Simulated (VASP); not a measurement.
# Yb3Al3Ag (Pm-3m) in VASP: single point with PBE

Aim: the single point of Yb3Al3Ag with PBE.

Program: VASP 6.6.1. These are calculated values, not measurements. Logs are shortened: lines on timing, memory, paths and dates and some standing lists are left out, and cuts for length are marked.

**1. The cell of the first run**

It takes space group Pm-3m (No. 221, cubic). The conventional cell has a = 5.242 Å, b = 5.242 Å, c = 5.242 Å, α = 90.00°, β = 90.00°, γ = 90.00°. Yb (site symmetry 4/mmm) has 4 Al at 2.62 Å and 2 Ag at 2.62 Å within 3.5 Å. Al (site symmetry 4/mmm) has 4 Yb at 2.62 Å within 3.5 Å. Ag (site symmetry m-3m) has 6 Yb at 2.62 Å within 3.5 Å.

The cell was built from a structure type or drawn by symmetry, and may not be a known phase.

**2. Single point, PBE**

INCAR reads:

```
SYSTEM = Yb3Al3Ag
  PREC = Accurate
  ENCUT = 520
  EDIFF = 1E-7
  ISMEAR = 0
  SIGMA = 0.1
  LREAL = .False.
  LASPH = .True.
  NELM = 60
  ALGO = Normal
  ISIF = 2
  LWAVE = .False.
  LCHARG = .False.
  GGA = PE
  NBANDS = 55
```

KPOINTS reads:

```
regular mesh
0
Gamma
  4 4 4
  0 0 0
```

POSCAR reads:

```
Yb3Al3Ag
1.0
    5.2420791400      0.0000000000      0.0000000000
    0.0000000000      5.2420791400      0.0000000000
    0.0000000000      0.0000000000      5.2420791400
Yb Al Ag
3 3 1
Direct
    0.5000000000      0.0000000000      0.0000000000
    0.0000000000      0.5000000000      0.0000000000
    0.0000000000      0.0000000000      0.5000000000
    0.5000000000      0.0000000000      0.5000000000
    0.5000000000      0.5000000000      0.0000000000
    0.0000000000      0.5000000000      0.5000000000
    0.0000000000      0.0000000000      0.0000000000
```

Potentials or basis: VASP PAW PBE potentials, release 64 (Yb, Al, Ag).

Started as:

```sh
> cat potpaw_PBE.64/Yb/POTCAR potpaw_PBE.64/Al/POTCAR potpaw_PBE.64/Ag/POTCAR > POTCAR
> mpirun -np 1 vasp_std > vasp.out
```

OUTCAR:

```text
SYSTEM = Yb3Al3Ag
   PREC = Accurate
   ENCUT = 520
   EDIFF = 1E-7
   ISMEAR = 0
   LREAL = .False.
   LASPH = .True.
   NELM = 60
   ISIF = 2
   GGA = PE

 ion  position               nearest neighbor table
   1  0.500  0.000  0.000-   4 2.62   5 2.62   7 2.62   4 2.62   5 2.62   7 2.62   3 3.71   2 3.71
                             2 3.71   2 3.71   3 3.71   3 3.71   3 3.71   2 3.71
   2  0.000  0.500  0.000-   5 2.62   6 2.62   7 2.62   6 2.62   7 2.62   5 2.62   3 3.71   1 3.71
                             3 3.71   1 3.71   3 3.71   1 3.71   3 3.71   1 3.71
   3  0.000  0.000  0.500-   4 2.62   6 2.62   7 2.62   7 2.62   6 2.62   4 2.62   2 3.71   2 3.71
                             2 3.71   1 3.71   2 3.71   1 3.71   1 3.71   1 3.71
   4  0.500  0.000  0.500-   1 2.62   3 2.62   1 2.62   3 2.62
   5  0.500  0.500  0.000-   1 2.62   2 2.62   1 2.62   2 2.62
   6  0.000  0.500  0.500-   2 2.62   3 2.62   2 2.62   3 2.62
   7  0.000  0.000  0.000-   1 2.62   2 2.62   3 2.62   3 2.62   2 2.62   1 2.62

  LATTYP: Found a simple cubic cell.
 ALAT       =     5.2420791400

  Lattice vectors:

 A1 = (   5.2420791400,   0.0000000000,   0.0000000000)
 A2 = (   0.0000000000,   5.2420791400,   0.0000000000)
 A3 = (   0.0000000000,   0.0000000000,   5.2420791400)

Analysis of symmetry for initial positions (statically):
=====================================================================
 Subroutine PRICEL returns:
 Original cell was already a primitive cell.

 Routine SETGRP: Setting up the symmetry group for a
 simple cubic supercell.

 Subroutine GETGRP returns: Found 48 space group operations
 (whereof 48 operations were pure point group operations)
 out of a pool of 48 trial point group operations.

The static configuration has the point symmetry O_h .

Analysis of symmetry for dynamics (positions and initial velocities):
=====================================================================
 Subroutine PRICEL returns:
 Original cell was already a primitive cell.

 Routine SETGRP: Setting up the symmetry group for a
 simple cubic supercell.

 Subroutine GETGRP returns: Found 48 space group operations
 (whereof 48 operations were pure point group operations)
 out of a pool of 48 trial point group operations.

The dynamic configuration has the point symmetry O_h .

 Subroutine INISYM returns: Found 48 space group operations
 (whereof 48 operations are pure point group operations),
 and found     1 'primitive' translations

----------------------------------------------------------------------------------------

                                     Primitive cell

  volume of cell :     144.0492

  direct lattice vectors                    reciprocal lattice vectors
     5.242079140  0.000000000  0.000000000     0.190764003  0.000000000  0.000000000
     0.000000000  5.242079140  0.000000000     0.000000000  0.190764003  0.000000000
     0.000000000  0.000000000  5.242079140     0.000000000  0.000000000  0.190764003

  length of vectors
     5.242079140  5.242079140  5.242079140     0.190764003  0.190764003  0.190764003

  position of ions in fractional coordinates (direct lattice)
     0.500000000  0.000000000  0.000000000
     0.000000000  0.500000000  0.000000000
     0.000000000  0.000000000  0.500000000
     0.500000000  0.000000000  0.500000000
     0.500000000  0.500000000  0.000000000
     0.000000000  0.500000000  0.500000000
     0.000000000  0.000000000  0.000000000

  ion indices of the primitive-cell ions
   primitive index   ion index
                 1           1
                 2           2
                 3           3
                 4           4
                 5           5
                 6           6
                 7           7

----------------------------------------------------------------------------------------

 KPOINTS: regular mesh

Automatic generation of k-mesh.
 Grid dimensions read from file:
 generate k-points for:    4    4    4

 Generating k-lattice:

  Cartesian coordinates                     Fractional coordinates (reciprocal lattice)
     0.047691001  0.000000000  0.000000000     0.250000000  0.000000000  0.000000000
     0.000000000  0.047691001  0.000000000     0.000000000  0.250000000  0.000000000
     0.000000000  0.000000000  0.047691001     0.000000000  0.000000000  0.250000000

  Length of vectors
     0.047691001  0.047691001  0.047691001

  Shift w.r.t. Gamma in fractional coordinates (k-lattice)
     0.000000000  0.000000000  0.000000000

 Subroutine IBZKPT returns following result:
 ===========================================

 Found     10 irreducible k-points:

 Following reciprocal coordinates:
            Coordinates               Weight
  0.000000  0.000000  0.000000      1.000000
  0.250000  0.000000  0.000000      6.000000
  0.500000  0.000000  0.000000      3.000000
  0.250000  0.250000  0.000000     12.000000
  0.500000  0.250000  0.000000     12.000000
  0.500000  0.500000  0.000000      3.000000
  0.250000  0.250000  0.250000      8.000000
  0.500000  0.250000  0.250000     12.000000
  0.500000  0.500000  0.250000      6.000000
  0.500000  0.500000  0.500000      1.000000
   k-points           NKPTS =     10   k-points in BZ     NKDIM =     10   number of bands    NBANDS=     55
   number of dos      NEDOS =    301   number of ions     NIONS =      7
   total plane-waves  NPLWV =  64000
   dimension x,y,z NGX =    40 NGY =   40 NGZ =   40
   dimension x,y,z NGXF=    80 NGYF=   80 NGZF=   80
   ions per type =               3   3   1
   NGX,Y,Z   is equivalent  to a cutoff of  12.69, 12.69, 12.69 a.u.
   NGXF,Y,Z  is equivalent  to a cutoff of  25.37, 25.37, 25.37 a.u.
 SYSTEM =  Yb3Al3Ag
   PREC   = accura    normal or accurate (medium, high low for compatibility)
   ISTART =      0    job   : 0-new  1-cont  2-samecut
   ICHARG =      2    charge: 1-file 2-atom 10-const
   ISPIN  =      1    spin polarized calculation?
   LNONCOLLINEAR =      F non collinear calculations
   LSORBIT =      F    spin-orbit coupling
   LASPH  =      T    aspherical Exc in radial PAW
   ENCUT  =  520.0 eV  38.22 Ry    6.18 a.u.   9.75  9.75  9.75*2*pi/ulx,y,z
   NELM   =     60;   NELMIN=  2; NELMDL= -5     # of ELM steps
   EDIFF  = 0.1E-06   stopping-criterion for ELM
   LREAL  =      F    real-space projection
   EDIFFG = 0.1E-05   stopping-criterion for IOM
   NSW    =      0    number of steps for IOM
   IBRION =     -1    ionic relax: 0-MD 1-quasi-New 2-CG
   NFREE  =      0    steps in history (QN), initial steepest desc. (CG)
   ISIF   =      2    stress and relaxation
   ISYM   =      2    0-nonsym 1-usesym 2-fastsym
   POTIM  = 0.5000    time-step for ionic-motion
   TEBEG  =    0.0;   TEEND  =   0.0 temperature during run
   PSTRESS=    0.0 pullay stress
   NELECT =      92.0000    total number of electrons
   NUPDOWN=      -1.0000    fix difference up-down
   EMIN   =  10.00;   EMAX   =-10.00  energy-range for DOS
   EFERMI =   0.00;   METHOD = LEGACY
   ISMEAR =     0;   SIGMA  =   0.10  broadening in eV -4-tet -1-fermi 0-gaus
   EFERMI_NEDOS =   21; number of points for ismear=-14 and -15
   IALGO  =     38    algorithm
   IMIX   =      4    mixing-type and parameters
     AMIX     =   0.40;   BMIX     =  1.00
     AMIX_MAG =   1.60;   BMIX_MAG =  1.00
  volume/ion in A,a.u.               =      20.58       138.87
  Fermi-wavevector in a.u.,A,eV,Ry     =   1.409831  2.664195 27.043277  1.987625
  Thomas-Fermi vector in A             =   2.531847
   LORBIT       =      0    0 simple, 1 ext, 2 COOP (PROOUT), +10 PAW based schemes
   GGA     = PE    functional components
   LHFCALC =     F    Hartree Fock is set to
   AEXX    =    0.0000 exact exchange contribution
   IVDW    =     0    specifies the selected vdW correction
   LEPSILON=     F    determine dielectric tensor
   LRPA    =     F    only Hartree local field effects (RPA)
 non-spin polarized calculation
 Gauss-broadening in eV      SIGMA  =   0.10
  energy-cutoff  :      520.00
  volume of cell :      144.05
 maximum number of plane-waves:      3912
 NGX is ok and might be reduce to    40
   NGX = 19   NGY = 19   NGZ = 19

 number of electron      91.9999981 magnetization

 Free energy of the ion-electron system (eV)
  ---------------------------------------------------
  ext. energy  EPLUGINS =         0.00000000
  ---------------------------------------------------
  free energy    TOTEN  =       -16.93287198 eV

  energy without entropy =      -16.89759458  energy(sigma->0) =      -16.91523328

 E-fermi :   4.6749     XC(G=0): -10.7495

 val. band max:        4.6461328326   @ k =   0.5000   0.0000   0.0000
 cond. band min:       4.6835516317   @ k =   0.5000   0.0000   0.0000
 fundamental gap:      0.0374187991
 Fermi energy:         4.6749121867

 k-point     1 :       0.0000    0.0000    0.0000
  band No.  band energies     occupation
      1     -46.6015      2.00000
      2     -46.5835      2.00000
      3     -46.5835      2.00000
      4     -19.1539      2.00000
      5     -19.1539      2.00000
      6     -19.1539      2.00000
[... 47 lines left out ...]
     54       7.9008      0.00000
     55       8.6013      0.00000

 k-point     2 :       0.2500    0.0000    0.0000
  band No.  band energies     occupation
      1     -46.5990      2.00000
      2     -46.5852      2.00000
      3     -46.5834      2.00000
      4     -19.1344      2.00000
      5     -19.1328      2.00000
      6     -19.1328      2.00000
[... 47 lines left out ...]
     54       7.9261      0.00000
     55       7.9673      0.00000

 k-point     3 :       0.5000    0.0000    0.0000
  band No.  band energies     occupation
      1     -46.5953      2.00000
      2     -46.5880      2.00000
      3     -46.5833      2.00000
      4     -19.1033      2.00000
      5     -19.1033      2.00000
      6     -19.0630      2.00000
[... 47 lines left out ...]
     54       7.1498      0.00000
     55       7.8999      0.00000

 k-point     4 :       0.2500    0.2500    0.0000
  band No.  band energies     occupation
      1     -46.5966      2.00000
      2     -46.5857      2.00000
      3     -46.5844      2.00000
      4     -19.1613      2.00000
      5     -19.1106      2.00000
      6     -19.0876      2.00000
[... 47 lines left out ...]
     54       8.1482      0.00000
     55       8.2507      0.00000

 k-point     5 :       0.5000    0.2500    0.0000
  band No.  band energies     occupation
      1     -46.5932      2.00000
      2     -46.5879      2.00000
      3     -46.5846      2.00000
      4     -19.1395      2.00000
      5     -19.1308      2.00000
      6     -19.0773      2.00000
[... 47 lines left out ...]
     54       7.9124      0.00000
     55       8.2765      0.00000

 k-point     6 :       0.5000    0.5000    0.0000
  band No.  band energies     occupation
      1     -46.5891      2.00000
      2     -46.5879      2.00000
      3     -46.5879      2.00000
      4     -19.1714      2.00000
      5     -19.1669      2.00000
      6     -19.0368      2.00000
[... 47 lines left out ...]
     54       8.4858      0.00000
     55       8.9145      0.00000

 k-point     7 :       0.2500    0.2500    0.2500
  band No.  band energies     occupation
      1     -46.5946      2.00000
      2     -46.5856      2.00000
      3     -46.5856      2.00000
      4     -19.1871      2.00000
      5     -19.1058      2.00000
      6     -19.1058      2.00000
[... 47 lines left out ...]
     54       7.3099      0.00000
     55       8.7254      0.00000

 k-point     8 :       0.5000    0.2500    0.2500
  band No.  band energies     occupation
      1     -46.5915      2.00000
      2     -46.5879      2.00000
      3     -46.5855      2.00000
      4     -19.1894      2.00000
      5     -19.1353      2.00000
      6     -19.1233      2.00000
[... 47 lines left out ...]
     54       7.4066      0.00000
     55       8.8167      0.00000

 k-point     9 :       0.5000    0.5000    0.2500
  band No.  band energies     occupation
      1     -46.5884      2.00000
      2     -46.5878      2.00000
      3     -46.5878      2.00000
      4     -19.2218      2.00000
      5     -19.1711      2.00000
      6     -19.1289      2.00000
[... 47 lines left out ...]
     54       8.1006      0.00000
     55       9.3966      0.00000

 k-point    10 :       0.5000    0.5000    0.5000
  band No.  band energies     occupation
      1     -46.5877      2.00000
      2     -46.5877      2.00000
      3     -46.5877      2.00000
      4     -19.2683      2.00000
      5     -19.1709      2.00000
      6     -19.1709      2.00000
[... 47 lines left out ...]
     54       7.7127      0.00000
     55      10.5894      0.00000

------------------------ aborting loop because EDIFF is reached ----------------------------------------

  FORCE on cell =-STRESS in cart. coord.  units (eV):
  Direction    XX          YY          ZZ          XY          YZ          ZX
  --------------------------------------------------------------------------------------
  -------------------------------------------------------------------------------------
  Total       25.3761140     25.3761140     25.3761140      0.0000000     -0.0000000     -0.0000000
  in kB      282.2441691    282.2441691    282.2441691      0.0000000     -0.0000000     -0.0000000
  external PRESSURE =     282.2441691 kB  Pullay stress =       0.0000000 kB

 VOLUME and BASIS-vectors are now :
 -----------------------------------------------------------------------------
  energy-cutoff  :      520.00
  volume of cell :      144.05
      direct lattice vectors                 reciprocal lattice vectors
     5.242079140  0.000000000  0.000000000     0.190764003  0.000000000  0.000000000
     0.000000000  5.242079140  0.000000000     0.000000000  0.190764003  0.000000000
     0.000000000  0.000000000  5.242079140     0.000000000  0.000000000  0.190764003

 POSITION                                       TOTAL-FORCE (eV/Angst)
 -----------------------------------------------------------------------------------
      2.62104      0.00000      0.00000         0.000000      0.000000      0.000000
      0.00000      2.62104      0.00000         0.000000      0.000000      0.000000
      0.00000      0.00000      2.62104         0.000000      0.000000      0.000000
      2.62104      0.00000      2.62104         0.000000      0.000000      0.000000
      2.62104      2.62104      0.00000         0.000000      0.000000      0.000000
      0.00000      2.62104      2.62104         0.000000      0.000000      0.000000
      0.00000      0.00000      0.00000         0.000000      0.000000      0.000000
 -----------------------------------------------------------------------------------
    total drift:                               -0.000000      0.000000     -0.000000

  FREE ENERGIE OF THE ION-ELECTRON SYSTEM (eV)
  ---------------------------------------------------
  free  energy   TOTEN  =       -16.9328719841 eV

  energy  without entropy=      -16.8975945803  energy(sigma->0) =      -16.91523328
```

Run time: 9.5 min. Hardware: 1 thread of Oxide Virtual Turin-like, shared host; peak memory 0.26 GiB.

Results:

```yaml
Free_energy: -16.9329 eV
Pressure: 28.2 GPa
Band_gap_on_the_k_mesh: zero (bands 46 and 47 overlap by 0.94 eV)
```

Caveat: the cell stands under pressure; spin-orbit coupling is left out, which moves the levels of the heavy elements. Spin polarisation is off, so any magnetic state and its effect on volume and gap are missing.
